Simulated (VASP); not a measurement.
# Cr (Im-3m) in VASP: a series of runs, part 3 of 4

VASP 6.6.1.

**4. Electric field gradients, PBE, collinear spin, ferromagnetic start (volume scaled by 0.98)**

The input, INCAR:

```
  ALGO = Normal
  EDIFF = 1E-8
  ENCUT = 520
  GGA = PE
  ISIF = 2
  ISMEAR = -1
  ISPIN = 2
  LASPH = T
  LCHARG = F
  LEFG = T
  LMAXMIX = 4
  LORBIT = 11
  LREAL = F
  LWAVE = F
  MAGMOM = 3
  NBANDS = 16
  NELM = 150
  PREC = Accurate
  SIGMA = 0.08
```

The input, KPOINTS:

```
k-points
0
Gamma
  18 18 18
```

The input, POSCAR:

```
Cr
1.0
   -1.4322721916      1.4322721916      1.4322721916
    1.4322721916     -1.4322721916      1.4322721916
    1.4322721916      1.4322721916     -1.4322721916
Cr
1
Direct
    0.0000000000      0.0000000000      0.0000000000
```

Potentials or basis: VASP PAW PBE potentials, release 64 (Cr_pv).

Command:

```
> cat potpaw_PBE.64/Cr_pv/POTCAR > POTCAR
> mpirun -np 1 vasp_std > vasp.out
```

OUTCAR:

```text
EDIFF = 1E-8
   ENCUT = 520
   GGA = PE
   ISIF = 2
   ISMEAR = -1
   ISPIN = 2
   LASPH = T
   LORBIT = 11
   LREAL = F
   NELM = 150
   PREC = Accurate

 ion  position               nearest neighbor table
   1  0.000  0.000  0.000-

  LATTYP: Found a body centered cubic cell.
 ALAT       =     2.8645443832

  Lattice vectors:

 A1 = (  -1.4322721916,   1.4322721916,   1.4322721916)
 A2 = (   1.4322721916,  -1.4322721916,   1.4322721916)
 A3 = (   1.4322721916,   1.4322721916,  -1.4322721916)

Analysis of symmetry for initial positions (statically):
=====================================================================
 Subroutine PRICEL returns:
 Original cell was already a primitive cell.

 Routine SETGRP: Setting up the symmetry group for a
 body centered cubic supercell.

 Subroutine GETGRP returns: Found 48 space group operations
 (whereof 48 operations were pure point group operations)
 out of a pool of 48 trial point group operations.

The static configuration has the point symmetry O_h .

Analysis of symmetry for dynamics (positions and initial velocities):
=====================================================================
 Subroutine PRICEL returns:
 Original cell was already a primitive cell.

 Routine SETGRP: Setting up the symmetry group for a
 body centered cubic supercell.

 Subroutine GETGRP returns: Found 48 space group operations
 (whereof 48 operations were pure point group operations)
 out of a pool of 48 trial point group operations.

The dynamic configuration has the point symmetry O_h .

Analysis of structural, dynamic, and magnetic symmetry:
=====================================================================
 Subroutine PRICEL returns:
 Original cell was already a primitive cell.

 Routine SETGRP: Setting up the symmetry group for a
 body centered cubic supercell.

 Subroutine GETGRP returns: Found 48 space group operations
 (whereof 48 operations were pure point group operations)
 out of a pool of 48 trial point group operations.

The overall configuration has the point symmetry O_h .

 Subroutine INISYM returns: Found 48 space group operations
 (whereof 48 operations are pure point group operations),
 and found     1 'primitive' translations

----------------------------------------------------------------------------------------

                                     Primitive cell

  volume of cell :      11.7527

  direct lattice vectors                    reciprocal lattice vectors
    -1.432272192  1.432272192  1.432272192     0.000000000  0.349095656  0.349095656
     1.432272192 -1.432272192  1.432272192     0.349095656  0.000000000  0.349095656
     1.432272192  1.432272192 -1.432272192     0.349095656  0.349095656  0.000000000

  length of vectors
     2.480768206  2.480768206  2.480768206     0.493695811  0.493695811  0.493695811

  position of ions in fractional coordinates (direct lattice)
     0.000000000  0.000000000  0.000000000

  ion indices of the primitive-cell ions
   primitive index   ion index
                 1           1

[... 90 lines left out ...]
     AMIX     =   0.40;   BMIX     =  1.00
     AMIX_MAG =   1.60;   BMIX_MAG =  1.00
  volume/ion in A,a.u.               =      11.75        79.31
  Fermi-wavevector in a.u.,A,eV,Ry     =   1.648503  3.115219 36.974669  2.717561
  Thomas-Fermi vector in A             =   2.737781
   LORBIT       =     11    0 simple, 1 ext, 2 COOP (PROOUT), +10 PAW based schemes
   GGA     = PE    functional components
   LHFCALC =     F    Hartree Fock is set to
   AEXX    =    0.0000 exact exchange contribution
   IVDW    =     0    specifies the selected vdW correction
   LEPSILON=     F    determine dielectric tensor
   LRPA    =     F    only Hartree local field effects (RPA)
 spin polarized calculation
  energy-cutoff  :      520.00
  volume of cell :       11.75
 maximum number of plane-waves:       329
   NGX =  9   NGY =  9   NGZ =  9

 number of electron      11.9999984 magnetization      -0.0000009

 number of electron      11.9999984 magnetization       0.0000006

 Free energy of the ion-electron system (eV)
  ---------------------------------------------------
  ext. energy  EPLUGINS =         0.00000000
  ---------------------------------------------------
  free energy    TOTEN  =        -9.51865097 eV

  energy without entropy =       -9.50153125  energy(sigma->0) =       -9.51009111

 E-fermi :  10.7345     XC(G=0): -13.5737

 val. band max:       10.7155937345   @ k =  -0.4444   0.4444   0.0556
 cond. band min:      10.7437234775   @ k =  -0.3333   0.3333   0.2222
 fundamental gap:      0.0281297429
 Fermi energy:        10.7345336784

 spin component 1

 k-point     1 :       0.0000    0.0000    0.0000
  band No.  band energies     occupation
      1     -32.0236      1.00000
      2     -32.0236      1.00000
      3     -32.0235      1.00000
      4       2.9332      1.00000
      5       9.8368      0.99999
      6       9.8368      0.99999
[... 435 lines left out ...]
      5       8.4143      1.00000
      6      10.3899      0.98672
[... 8 lines left out ...]
     15      40.8408      0.00000
     16      41.6370      0.00000

 [... further k-points ...]

 spin component 2

 k-point     1 :       0.0000    0.0000    0.0000
  band No.  band energies     occupation
      1     -32.0236      1.00000
      2     -32.0235      1.00000
      3     -32.0235      1.00000
      4       2.9332      1.00000
      5       9.8368      0.99999
      6       9.8368      0.99999
[... 435 lines left out ...]
      5       8.4143      1.00000
      6      10.3899      0.98672
[... 8 lines left out ...]
     15      40.8408      0.00000
     16      41.6370      0.00000

 [... further k-points ...]
[... 5 lines left out ...]
  --------------------------------------------------------------------------------------
  -------------------------------------------------------------------------------------
  Total       -0.3414737     -0.3414737     -0.3414737      0.0000000      0.0000000      0.0000000
  in kB      -46.5512245    -46.5512245    -46.5512245      0.0000000      0.0000000      0.0000000
  external PRESSURE =     -46.5512245 kB  Pullay stress =       0.0000000 kB

 VOLUME and BASIS-vectors are now :
 -----------------------------------------------------------------------------
  energy-cutoff  :      520.00
  volume of cell :       11.75
      direct lattice vectors                 reciprocal lattice vectors
    -1.432272192  1.432272192  1.432272192     0.000000000  0.349095656  0.349095656
     1.432272192 -1.432272192  1.432272192     0.349095656  0.000000000  0.349095656
     1.432272192  1.432272192 -1.432272192     0.349095656  0.349095656  0.000000000

 POSITION                                       TOTAL-FORCE (eV/Angst)
 -----------------------------------------------------------------------------------
      0.00000      0.00000      0.00000         0.000000      0.000000      0.000000
 -----------------------------------------------------------------------------------
    total drift:                                0.000000     -0.000000      0.000000

  FREE ENERGIE OF THE ION-ELECTRON SYSTEM (eV)
  ---------------------------------------------------
  free  energy   TOTEN  =        -9.5186509727 eV

  energy  without entropy=       -9.5015312519  energy(sigma->0) =       -9.51009111

 Electric field gradients (V/A^2)
---------------------------------------------------------------------
 ion       V_xx      V_yy      V_zz      V_xy      V_xz      V_yz
---------------------------------------------------------------------
   1       0.000    -0.000    -0.000    -0.002    -0.002    -0.002
---------------------------------------------------------------------

 Electric field gradients after diagonalization (V/A^2)
 (convention: |V_zz| > |V_xx| > |V_yy|)
----------------------------------------------------------------------
 ion       V_xx      V_yy      V_zz     asymmetry (V_yy - V_xx)/ V_zz
----------------------------------------------------------------------
   1       0.002     0.002    -0.005       0.000
----------------------------------------------------------------------

           NMR quadrupolar parameters

 Cq : quadrupolar parameter    Cq=e*Q*V_zz/h
 eta: asymmetry parameters     (V_yy - V_xx)/ V_zz
 Q  : nuclear electric quadrupole moment in mb (millibarn)
----------------------------------------------------------------------
 ion       Cq(MHz)       eta       Q (mb)
----------------------------------------------------------------------
   1      -0.000       0.000       1.000
----------------------------------------------------------------------

 total charge

# of ion       s       p       d       tot
------------------------------------------
    1        0.434   6.395   4.191  11.020

 magnetization (x)

# of ion       s       p       d       tot
------------------------------------------
    1       -0.000  -0.000   0.000   0.000
```

OSZICAR:

```text
N       E                     dE             d eps       ncg     rms          rms(c)
DAV:   1     0.812702714839E+02    0.81270E+02   -0.61668E+03 12808   0.856E+02
DAV:   2    -0.822970878613E+01   -0.89500E+02   -0.85181E+02 13624   0.247E+02
DAV:   3    -0.971915059706E+01   -0.14894E+01   -0.14860E+01 14008   0.350E+01
DAV:   4    -0.972436833314E+01   -0.52177E-02   -0.52177E-02 14664   0.206E+00
DAV:   5    -0.972440732291E+01   -0.38990E-04   -0.38991E-04 14128   0.160E-01    0.182E+01
DAV:   6    -0.947188072945E+01    0.25253E+00   -0.20717E+00 12880   0.255E+01    0.389E+00
DAV:   7    -0.951846753909E+01   -0.46587E-01   -0.15601E-01 13136   0.301E+00    0.229E+00
DAV:   8    -0.952227795030E+01   -0.38104E-02   -0.56604E-03 13824   0.887E-01    0.942E-01
DAV:   9    -0.951832447042E+01    0.39535E-02   -0.18706E-03 13736   0.454E-01    0.268E-01
DAV:  10    -0.951863982691E+01   -0.31536E-03   -0.35373E-04 13512   0.173E-01    0.548E-02
DAV:  11    -0.951865577637E+01   -0.15949E-04   -0.14309E-05 14840   0.284E-02    0.226E-02
DAV:  12    -0.951865270909E+01    0.30673E-05   -0.15624E-06 12984   0.896E-03    0.739E-03
DAV:  13    -0.951865090648E+01    0.18026E-05   -0.77353E-07 13232   0.690E-03    0.312E-03
DAV:  14    -0.951865089288E+01    0.13603E-07   -0.87712E-08 13208   0.389E-03    0.390E-04
DAV:  15    -0.951865094281E+01   -0.49934E-07   -0.37425E-09 10144   0.525E-04    0.195E-04
DAV:  16    -0.951865096817E+01   -0.25363E-07   -0.77912E-10  6496   0.255E-04    0.763E-05
DAV:  17    -0.951865097273E+01   -0.45547E-08   -0.13942E-10  6384   0.114E-04
   1 F= -.95186510E+01 E0= -.95100911E+01  d E =-.171197E-01  mag=     0.0000
```

Wall time 3.1 min (1 thread of AMD EPYC 7R13, shared host); peak memory 0.13 GiB.

What came out:

```yaml
Free_energy: -9.5187 eV
Pressure: -4.7 GPa
Band_gap_on_the_k_mesh: zero (filled and empty bands overlap)
Net_moment: 0.00 μB per cell
Valence_electrons_inside_the_program's_atomic_spheres: Cr 11.02
```

Caveat: the starting moments collapsed, and a magnetic state may lie lower; without QUAD_EFG the Cq values of the log hold for a quadrupole moment of 1 mb, not for the nuclei.

**5. Electric field gradients, PBE, collinear spin, ferromagnetic start (volume scaled by 0.99)**

The input, INCAR:

```
PREC     = Accurate       # precision mode
ENCUT    = 520            # plane-wave cutoff, eV
EDIFF    = 1E-8           # SCF threshold, eV
ISMEAR   = -1             # smearing method
SIGMA    = 0.08           # smearing width, eV
LREAL    = F              # projectors in reciprocal space
LASPH    = T              # aspherical terms in the spheres
NELM     = 150            # most SCF steps
ALGO     = Normal         # electronic algorithm
ISIF     = 2              # what is computed and relaxed
LWAVE    = F              # write WAVECAR
LCHARG   = F              # write CHGCAR
ISPIN    = 2              # spin polarisation
MAGMOM   = 3              # initial moments
LORBIT   = 11             # projections on sites
LMAXMIX  = 4              # l up to which the mixer works
GGA      = PE             # functional
LEFG     = T            
NBANDS   = 16             # bands
```

The input, KPOINTS:

```
regular mesh
0
Gamma
  18 18 18
```

The input, POSCAR:

```
Cr
1.0
   -1.4371273887      1.4371273887      1.4371273887
    1.4371273887     -1.4371273887      1.4371273887
    1.4371273887      1.4371273887     -1.4371273887
Cr
1
Direct
    0.0000000000      0.0000000000      0.0000000000
```

Potentials or basis: VASP PAW PBE potentials, release 64 (Cr_pv).

Command:

```
> cat potpaw_PBE.64/Cr_pv/POTCAR > POTCAR
> mpirun -np 1 vasp_std > vasp.out
```

OUTCAR:

```text
PREC = Accurate
   ENCUT = 520
   EDIFF = 1E-8
   ISMEAR = -1
   LREAL = F
   LASPH = T
   NELM = 150
   ISIF = 2
   ISPIN = 2
   LORBIT = 11
   GGA = PE

 ion  position               nearest neighbor table
   1  0.000  0.000  0.000-

  LATTYP: Found a body centered cubic cell.
 ALAT       =     2.8742547774

  Lattice vectors:

 A1 = (  -1.4371273887,   1.4371273887,   1.4371273887)
 A2 = (   1.4371273887,  -1.4371273887,   1.4371273887)
 A3 = (   1.4371273887,   1.4371273887,  -1.4371273887)

Analysis of symmetry for initial positions (statically):
[... 1143 lines left out ...]

 Electric field gradients (V/A^2)
---------------------------------------------------------------------
 ion       V_xx      V_yy      V_zz      V_xy      V_xz      V_yz
---------------------------------------------------------------------
   1       0.000    -0.000    -0.000    -0.002    -0.002    -0.002
---------------------------------------------------------------------

 Electric field gradients after diagonalization (V/A^2)
 (convention: |V_zz| > |V_xx| > |V_yy|)
----------------------------------------------------------------------
 ion       V_xx      V_yy      V_zz     asymmetry (V_yy - V_xx)/ V_zz
----------------------------------------------------------------------
   1       0.002     0.002    -0.005       0.000
----------------------------------------------------------------------

           NMR quadrupolar parameters

 Cq : quadrupolar parameter    Cq=e*Q*V_zz/h
 eta: asymmetry parameters     (V_yy - V_xx)/ V_zz
 Q  : nuclear electric quadrupole moment in mb (millibarn)
----------------------------------------------------------------------
 ion       Cq(MHz)       eta       Q (mb)
----------------------------------------------------------------------
   1      -0.000       0.000       1.000
----------------------------------------------------------------------

 total charge

# of ion       s       p       d       tot
------------------------------------------
    1        0.430   6.389   4.179  10.999

 magnetization (x)

# of ion       s       p       d       tot
------------------------------------------
    1       -0.000  -0.000   0.000   0.000
```

OSZICAR:

```text
N       E                     dE             d eps       ncg     rms          rms(c)
DAV:   1     0.811443383727E+02    0.81144E+02   -0.61971E+03 12824   0.855E+02
DAV:   2    -0.825892781934E+01   -0.89403E+02   -0.85095E+02 13408   0.246E+02
DAV:   3    -0.973746006517E+01   -0.14785E+01   -0.14751E+01 14408   0.349E+01
DAV:   4    -0.974270117942E+01   -0.52411E-02   -0.52410E-02 14344   0.206E+00
DAV:   5    -0.974274016744E+01   -0.38988E-04   -0.38988E-04 14272   0.160E-01    0.181E+01
DAV:   6    -0.946665530156E+01    0.27608E+00   -0.21151E+00 12936   0.257E+01    0.387E+00
DAV:   7    -0.951429343840E+01   -0.47638E-01   -0.15876E-01 13120   0.303E+00    0.227E+00
DAV:   8    -0.951790721577E+01   -0.36138E-02   -0.54888E-03 13960   0.887E-01    0.948E-01
DAV:   9    -0.951402040623E+01    0.38868E-02   -0.18243E-03 13672   0.456E-01    0.268E-01
DAV:  10    -0.951433677416E+01   -0.31637E-03   -0.33841E-04 13496   0.175E-01    0.548E-02
DAV:  11    -0.951435302009E+01   -0.16246E-04   -0.14044E-05 14704   0.286E-02    0.226E-02
DAV:  12    -0.951435035423E+01    0.26659E-05   -0.14152E-06 13136   0.878E-03    0.794E-03
DAV:  13    -0.951434820499E+01    0.21492E-05   -0.71923E-07 13192   0.674E-03    0.328E-03
DAV:  14    -0.951434820179E+01    0.31973E-08   -0.11338E-07 13256   0.430E-03    0.402E-04
DAV:  15    -0.951434824969E+01   -0.47901E-07   -0.38471E-09 10120   0.556E-04    0.200E-04
DAV:  16    -0.951434827574E+01   -0.26052E-07   -0.76847E-10  6528   0.262E-04    0.786E-05
DAV:  17    -0.951434828147E+01   -0.57241E-08   -0.13577E-10  6384   0.114E-04
   1 F= -.95143483E+01 E0= -.95057186E+01  d E =-.172593E-01  mag=     0.0000
```

It took 3.8 min on 1 thread of AMD EPYC 7R13, shared host; peak memory 0.14 GiB.

What came out:

| Property | Result |
| --- | --- |
| Free energy | -9.5143 eV |
| Pressure | -7.0 GPa |
| Band gap on the k mesh | zero (filled and empty bands overlap) |
| Net moment | 0.00 μB per cell |
| Valence electrons inside the program's atomic spheres | Cr 11.00 |

Levels at points of the mesh, in eV from the Fermi level:
Spin up:
```
           k point  band 3  band 4  band 5  band 6  band 7  band 8  band 9  band 10
(0.00, 0.00, 0.00)  -42.77   -7.76   -0.88   -0.88   -0.88    1.10    1.10     7.08
(0.50, 0.00, 0.00)  -42.78   -4.30   -2.37    1.04    1.09    1.42    2.72     7.08
(0.50, 0.50, 0.50)  -43.35   -4.15   -4.15    2.34    2.34    2.34    7.08    10.36
```
Spin down:
| k point | band 4 | band 5 | band 6 | band 7 | band 8 | band 9 |
| --- | --- | --- | --- | --- | --- | --- |
| (0.00, 0.00, 0.00) | -7.76 | -0.88 | -0.88 | -0.88 | 1.10 | 1.10 |
| (0.50, 0.00, 0.00) | -4.30 | -2.37 | 1.04 | 1.09 | 1.42 | 2.72 |
| (0.50, 0.50, 0.50) | -4.15 | -4.15 | 2.34 | 2.34 | 2.34 | 7.08 |

Caveat: the starting moments collapsed, and a magnetic state may lie lower; without QUAD_EFG the Cq values of the log hold for a quadrupole moment of 1 mb, not for the nuclei.

(Continued in part 4 of 4.)
